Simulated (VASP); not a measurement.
Input of a VASP 6.6.1 run:

Contents of INCAR:

```
SYSTEM = Ta
PREC = Accurate
ENCUT = 500
EDIFF = 1E-7
ISMEAR = 0
SIGMA = 0.1
LREAL = .False.
LASPH = .True.
NELM = 120
ALGO = Normal
ISIF = 3
LWAVE = .False.
LCHARG = .False.
GGA = PS
IBRION = 2
NSW = 50
EDIFFG = -0.03
GGA_COMPAT = .False.
NELMIN = 4
```

File KPOINTS:

```
regular mesh
0
Gamma
  9 9 9
  0 0 0
```

File POSCAR:

```
Ta
1.0
   -1.6512800000      1.6512800000      1.6512800000
    1.6512800000     -1.6512800000      1.6512800000
    1.6512800000      1.6512800000     -1.6512800000
Ta
1
Direct
    0.0000000000      0.0000000000      0.0000000000
```

Potentials or basis: VASP PAW PBE potentials, release 64 (Ta_pv).

Launch:

```console
$ cat potpaw_PBE.64/Ta_pv/POTCAR > POTCAR
$ mpirun -np 1 vasp_std > vasp.out
```

Q: Estimate the band gap on the k mesh.

A: Zero (an odd number of electrons rules out a gap without spin polarisation).

Q: What does it give for the space group after relaxing (to 0.1 Å)?

A: Im-3m (No. 229).

Q: Estimate the relaxed volume.

A: 17.64 Å³/atom.

Step by step:
```tsv
step	energy change (eV)	largest force (eV/Å)	pressure (GPa)	volume (Å³)
1	0.0000	0.0000	-3.78	18.01
2	0.0143	0.0000	8.80	16.92
3	-0.0045	0.0000	-0.03	17.64
```

Caveat: the PAW data sets were made with another functional, which shifts forces and pressure a little; spin-orbit coupling is left out, which moves the levels of the heavy elements.
